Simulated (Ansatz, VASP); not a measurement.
## Two plane-wave programs on Rb2H

```
CELL_PARAMETERS angstrom
4.52902 0.00000 0.00000
0.00000 4.52902 0.00000
0.00000 0.00000 15.65109
ATOMIC_POSITIONS crystal
Rb 0.00000 0.50000 0.11303
Rb 0.00000 0.50000 0.61303
Rb 0.50000 0.00000 0.38697
Rb 0.50000 0.00000 0.88697
H 0.00000 0.00000 0.00000
H 0.50000 0.50000 0.50000
```

Alike in both runs: functional PBE; k mesh 8 × 8 × 4; occupations gaussian, width 0.1 eV; no spin polarisation.

Ansatz relaxed the structure, and its values are those at the end. VASP's run is a single point on that final structure, the one shown.

```csv
,VASP,Ansatz
version,VASP 6.6.1,Ansatz 0.2.0
potentials or method,"VASP PAW PBE potentials, release 64 (Rb_sv, H), cutoff 520 eV","scalar-relativistic, plane waves, PAW"
valence electrons in the cell,38,38
```

```csv
,VASP,Ansatz,Ansatz less VASP
gap on the k mesh at the Fermi level (eV),none,none,-
pressure (GPa),0.0,0.0,+0.01
```

A gap of «none» marks a metal or a gap that the smearing closes.
